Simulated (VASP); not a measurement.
A run of VASP 6.6.1 is set up as follows.

The input INCAR:

```
SYSTEM = AlN
  PREC = Accurate
  ENCUT = 520
  EDIFF = 1E-7
  ISMEAR = 0
  SIGMA = 0.1
  LREAL = .False.
  LASPH = .True.
  NELM = 80
  ALGO = Normal
  ISIF = 2
  LWAVE = .False.
  LCHARG = .False.
  GGA = PE
  NBANDS = 16
```

File KPOINTS:

```
Automatic mesh
0
Gamma
  6 6 4
  0 0 0
```

File POSCAR:

```
AlN
1.0
    3.4793693580      0.0000000000      0.0000000000
   -1.7396846790      3.0132222532      0.0000000000
    0.0000000000      0.0000000000      5.7107674597
Al N
2 2
Direct
    0.3333333333      0.6666666667      0.0000468390
    0.6666666667      0.3333333333      0.5000468390
    0.3333333333      0.6666666667      0.3749531610
    0.6666666667      0.3333333333      0.8749531610
```

Potentials or basis: VASP PAW PBE potentials, release 64 (Al, N).

Launch:

```bash
$ cat potpaw_PBE.64/Al/POTCAR potpaw_PBE.64/N/POTCAR > POTCAR
$ mpirun -np 1 vasp_std > vasp.out
```

Question: Predict the band gap on the k mesh.

Answer: 1.45 eV, direct.

Question: Predict the largest force.

Answer: 0.155 eV/Å.

Question: What does it give for the pressure?

Answer: -33.1 GPa.

Forces in eV/Å, atoms in the order of the input:
```
Al   0.000  0.000 -0.155
Al   0.000  0.000 -0.155
N    0.000  0.000  0.155
N    0.000  0.000  0.155
```
